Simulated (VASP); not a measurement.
Set up this calculation in VASP 6.6.1, as the native input.

| Quantity | Value |
| --- | --- |
| Task | single point |
| Functional | PBE |
| Potentials or basis | VASP PAW PBE potentials, release 64 (Ta_pv) |
| Cutoff | 520 eV |
| k mesh | 9 × 9 × 12 |
| Occupations | fermi-dirac, width 0.05 eV |
| Spin | no spin polarisation |
| Dipole correction | no |
| k mesh for the DOS | 14 × 14 × 18 |
| Occupations for the DOS | tetrahedron |
| Further INCAR settings | ALGO = Normal; EDIFF = 1e-07; NBANDS = 24 |

The system is Ta.

```xyz
3
Lattice="3.6760 0.0000 0.0000 -1.8380 3.1835 0.0000 0.0000 0.0000 2.1506" Properties=species:S:1:pos:R:3 pbc="T T T"
Ta    0.0000    0.0000    0.0000
Ta    0.0000    2.1224    1.0753
Ta    1.8380    1.0612    1.0753
```

This isn't the form of Ta at room conditions, which is bcc.

The input as run:

POSCAR

```
Ta
1.0
    3.6760352158      0.0000000000      0.0000000000
   -1.8380176079      3.1835398820      0.0000000000
    0.0000000000      0.0000000000      2.1505897795
Ta
3
Direct
    0.0000000000      0.0000000000      0.0000000000
    0.3333333333      0.6666666667      0.5000000000
    0.6666666667      0.3333333333      0.5000000000
```

INCAR.step1

```
ALGO = Normal ; EDIFF = 1E-7
ENCUT = 520 ; GGA = PE
ISIF = 2 ; ISMEAR = -1
LASPH = True ; LCHARG = True
LMAXMIX = 4 ; LREAL = False
LWAVE = False ; NBANDS = 24
NELM = 60 ; PREC = Accurate
SIGMA = 0.05
```

KPOINTS.step1

```
k-points
0
Gamma
  9 9 12
```

INCAR.step2

```
ALGO = Normal ; EDIFF = 1E-7
ENCUT = 520 ; GGA = PE
ICHARG = 11 ; ISIF = 2
ISMEAR = -5 ; LASPH = True
LCHARG = False ; LMAXMIX = 4
LORBIT = 11 ; LREAL = False
LWAVE = False ; NBANDS = 24
NEDOS = 1001 ; NELM = 60
PREC = Accurate ; SIGMA = 0.05
```

KPOINTS.step2

```
k-points
0
Gamma
  14 14 18
```

Potentials or basis: VASP PAW PBE potentials, release 64 (Ta_pv).

The run is started by

```bash
$ cat potpaw_PBE.64/Ta_pv/POTCAR > POTCAR
$ cp INCAR.step1 INCAR
$ cp KPOINTS.step1 KPOINTS
$ mpirun -np 1 vasp_std > vasp.out
$ cp INCAR.step2 INCAR
$ cp KPOINTS.step2 KPOINTS
$ mpirun -np 1 vasp_std > vasp.out
```

It took 2.5 min on 1 thread of Intel Xeon 8259CL (shared host), peak memory 0.23 GiB.
